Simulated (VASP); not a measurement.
Runs of VASP 6.6.1 on Sc3Al. The structure is that of space group Pm-3m (No. 221), or close to it. The cells are those of the table. 

```tsv
cell	gap on the mesh (eV)	pressure (GPa)
a = 4.030 Å, 4 atoms	none	(a)
a = 4.127 Å, 4 atoms	none	20.4
a = 4.249 Å, 4 atoms	none	10.3
a = 4.425 Å, 4 atoms	none	(b)
a = 3.951 Å, 4 atoms	none	40.7
```

Alike in all rows: task single point; level r2SCAN; potentials or basis VASP PAW PBE potentials, release 64 (Sc_sv, Al); no spin polarisation; k mesh 6 × 6 × 6; cutoff (eV) 520; smearing gaussian 0.1 eV.

Task: Estimate the missing entries.

Result: (a) 30.5; (b) 0.2.

Caveats: the PAW data sets were made with another functional, which shifts forces and pressure a little.

A gap of «none» marks levels without a gap at the run's occupations.
